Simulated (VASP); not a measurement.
# ZrB2 (P6/mmm) in VASP: further runs, part 2 of 2

VASP 6.6.1. Earlier steps stand in the parts before.

### 3 Single point, r2SCAN

This run uses another cell than the first one, of 10.29 Å³/atom, 1.004 times its volume.

File POSCAR:

```
ZrB2
1.0
    3.1663023341      0.0000000000      0.0000000000
   -1.5831511670      2.7420982574      0.0000000000
    0.0000000000      0.0000000000      3.5546843531
Zr B
1 2
Direct
    0.0000000000      0.0000000000      0.0000000000
    0.6666666667      0.3333333333      0.5000000000
    0.3333333333      0.6666666667      0.5000000000
```

File INCAR.step1:

```
  PREC = Accurate
  ENCUT = 520
  ISMEAR = -1
  SIGMA = 0.05
  LREAL = False
  LASPH = True
  NELM = 60
  NBANDS = 16
  GGA = PE
  ALGO = Normal
  EDIFF = 1E-4
  LWAVE = True
  LCHARG = False
```

File INCAR.step2:

```
  PREC = Accurate
  ENCUT = 520
  EDIFF = 1E-7
  ISMEAR = -1
  SIGMA = 0.05
  LREAL = False
  LASPH = True
  NELM = 60
  ALGO = Normal
  ISIF = 2
  LWAVE = False
  LCHARG = False
  METAGGA = R2SCAN
  LMIXTAU = True
  NBANDS = 16
  ISTART = 1
```

File KPOINTS:

```
Automatic mesh
0
Gamma
  10 10 8
```

Potentials or basis: VASP PAW PBE potentials, release 64 (Zr_sv, B).

Launch:

```bash
> cat potpaw_PBE.64/Zr_sv/POTCAR potpaw_PBE.64/B/POTCAR > POTCAR
> cp INCAR.step1 INCAR
> mpirun -np 1 vasp_std > vasp.out
> cp INCAR.step2 INCAR
> mpirun -np 1 vasp_std > vasp.out
```

OUTCAR:

```text
PREC = Accurate
   ENCUT = 520
   EDIFF = 1E-7
   ISMEAR = -1
   LREAL = False
   LASPH = True
   NELM = 60
   ISIF = 2
   METAGGA = R2SCAN
   ISTART = 1

 ion  position               nearest neighbor table
   1  0.000  0.000  0.000-   2 2.55   3 2.55   2 2.55   3 2.55   3 2.55   3 2.55   2 2.55   2 2.55
                             2 2.55   2 2.55   3 2.55   3 2.55
   2  0.667  0.333  0.500-   3 1.83   3 1.83   3 1.83   1 2.55   1 2.55   1 2.55   1 2.55   1 2.55
                             1 2.55
   3  0.333  0.667  0.500-   2 1.83   2 1.83   2 1.83   1 2.55   1 2.55   1 2.55   1 2.55   1 2.55
                             1 2.55

  LATTYP: Found a hexagonal cell.
 ALAT       =     3.1663023341
 C/A-ratio  =     1.1226610658

  Lattice vectors:

 A1 = (   3.1663023341,   0.0000000000,   0.0000000000)
 A2 = (  -1.5831511670,   2.7420982574,   0.0000000000)
 A3 = (   0.0000000000,   0.0000000000,   3.5546843531)

Analysis of symmetry for initial positions (statically):
=====================================================================
 Subroutine PRICEL returns:
 Original cell was already a primitive cell.

 Routine SETGRP: Setting up the symmetry group for a
 hexagonal supercell.

 Subroutine GETGRP returns: Found 24 space group operations
 (whereof 24 operations were pure point group operations)
 out of a pool of 24 trial point group operations.

The static configuration has the point symmetry D_6h.

Analysis of symmetry for dynamics (positions and initial velocities):
=====================================================================
 Subroutine PRICEL returns:
 Original cell was already a primitive cell.

 Routine SETGRP: Setting up the symmetry group for a
 hexagonal supercell.

 Subroutine GETGRP returns: Found 24 space group operations
 (whereof 24 operations were pure point group operations)
 out of a pool of 24 trial point group operations.

The dynamic configuration has the point symmetry D_6h.

 Subroutine INISYM returns: Found 24 space group operations
 (whereof 24 operations are pure point group operations),
 and found     1 'primitive' translations

[... 113 lines left out ...]
   IALGO  =     38    algorithm
   IMIX   =      4    mixing-type and parameters
     AMIX     =   0.40;   BMIX     =  1.00
     AMIX_MAG =   1.60;   BMIX_MAG =  1.00
  volume/ion in A,a.u.               =      10.29        69.42
  Fermi-wavevector in a.u.,A,eV,Ry     =   1.367792  2.584753 25.454542  1.870856
  Thomas-Fermi vector in A             =   2.493814
   LORBIT       =      0    0 simple, 1 ext, 2 COOP (PROOUT), +10 PAW based schemes
   METAGGA = R2SCAN    functional components
   LHFCALC =     F    Hartree Fock is set to
   AEXX    =    0.0000 exact exchange contribution
   IVDW    =     0    specifies the selected vdW correction
   LEPSILON=     F    determine dielectric tensor
   LRPA    =     F    only Hartree local field effects (RPA)
 non-spin polarized calculation
  energy-cutoff  :      520.00
  volume of cell :       30.86
 maximum number of plane-waves:       846
 NGX is ok and might be reduce to    24
   NGX = 11   NGY = 11   NGZ = 13

 number of electron      17.9999999 magnetization

 Free energy of the ion-electron system (eV)
  ---------------------------------------------------
  ext. energy  EPLUGINS =         0.00000000
  ---------------------------------------------------
  free energy    TOTEN  =       -40.63515999 eV

  energy without entropy =      -40.63249222  energy(sigma->0) =      -40.63382610

 E-fermi :  10.5286     XC(G=0): -13.3536

 val. band max:       10.5045317371   @ k =   0.2000   0.2000   0.1250
 cond. band min:      10.6599536433   @ k =   0.0000   0.0000   0.2500
 fundamental gap:      0.1554219062
 Fermi energy:        10.5286116025

 k-point     1 :       0.0000    0.0000    0.0000
  band No.  band energies     occupation
      1     -39.8325      2.00000
      2     -17.3249      2.00000
      3     -16.7478      2.00000
      4     -16.7478      2.00000
      5      -3.0258      2.00000
      6       7.8762      2.00000
[... 433 lines left out ...]
      3     -17.1804      2.00000
      4     -17.0211      2.00000
      5       0.6485      2.00000
      6       2.0187      2.00000
[... 8 lines left out ...]
     15      19.2324      0.00000
     16      21.1416      0.00000

 [... further k-points ...]
[... 5 lines left out ...]
  --------------------------------------------------------------------------------------
  -------------------------------------------------------------------------------------
  Total        0.0116633      0.0116633      0.0183186      0.0000000      0.0000000      0.0000000
  in kB        0.6054767      0.6054767      0.9509705      0.0000000      0.0000000      0.0000000
  external PRESSURE =       0.7206413 kB  Pullay stress =       0.0000000 kB

 VOLUME and BASIS-vectors are now :
 -----------------------------------------------------------------------------
  energy-cutoff  :      520.00
  volume of cell :       30.86
      direct lattice vectors                 reciprocal lattice vectors
     3.166302334  0.000000000  0.000000000     0.315825810  0.182342117  0.000000000
    -1.583151167  2.742098257  0.000000000     0.000000000  0.364684233  0.000000000
     0.000000000  0.000000000  3.554684353     0.000000000  0.000000000  0.281318930

 POSITION                                       TOTAL-FORCE (eV/Angst)
 -----------------------------------------------------------------------------------
      0.00000      0.00000      0.00000        -0.000000      0.000000      0.000000
      1.58315      0.91403      1.77734         0.000000     -0.000000      0.000000
     -0.00000      1.82807      1.77734        -0.000000      0.000000      0.000000
 -----------------------------------------------------------------------------------
    total drift:                               -0.000000      0.000000     -0.000000

  FREE ENERGIE OF THE ION-ELECTRON SYSTEM (eV)
  ---------------------------------------------------
  free  energy   TOTEN  =       -40.6351599868 eV

  energy  without entropy=      -40.6324922219  energy(sigma->0) =      -40.63382610
```

OSZICAR.step1:

```text
N       E                     dE             d eps       ncg     rms          rms(c)
DAV:   1     0.103114882771E+03    0.10311E+03   -0.96779E+03  2248   0.112E+03
DAV:   2    -0.234772386918E+02   -0.12659E+03   -0.12150E+03  2944   0.289E+02
DAV:   3    -0.276162045892E+02   -0.41390E+01   -0.41205E+01  3504   0.448E+01
DAV:   4    -0.276773266418E+02   -0.61122E-01   -0.61113E-01  2704   0.492E+00
DAV:   5    -0.276785681776E+02   -0.12415E-02   -0.12415E-02  3352   0.493E-01    0.212E+01
DAV:   6    -0.250190037149E+02    0.26596E+01   -0.59633E+00  2904   0.162E+01    0.853E+00
DAV:   7    -0.249774197238E+02    0.41584E-01   -0.61638E-01  3080   0.490E+00    0.316E+00
DAV:   8    -0.249807149659E+02   -0.32952E-02   -0.96590E-02  2648   0.249E+00    0.400E-01
DAV:   9    -0.249765799303E+02    0.41350E-02   -0.20412E-02  2776   0.104E+00    0.212E-01
DAV:  10    -0.249762759607E+02    0.30397E-03   -0.16654E-03  2576   0.372E-01    0.355E-02
DAV:  11    -0.249762856224E+02   -0.96617E-05   -0.54874E-05  1584   0.741E-02
   1 F= -.24976286E+02 E0= -.24974917E+02  d E =-.273677E-02
```

It took 90 s on 1 thread of Intel Xeon Platinum 8259CL at 2.50GHz (Skylake/Cascade Lake), shared host; peak memory 0.17 GiB.

What came out:

* Free energy: -40.6352 eV
* Pressure: 0.1 GPa
* Band gap on the k mesh: zero (band 9 reaches 11.29 eV, above the bottom of band 10 at 10.35 eV)

Caveat: the PAW data sets were made with another functional, which shifts forces and pressure a little.
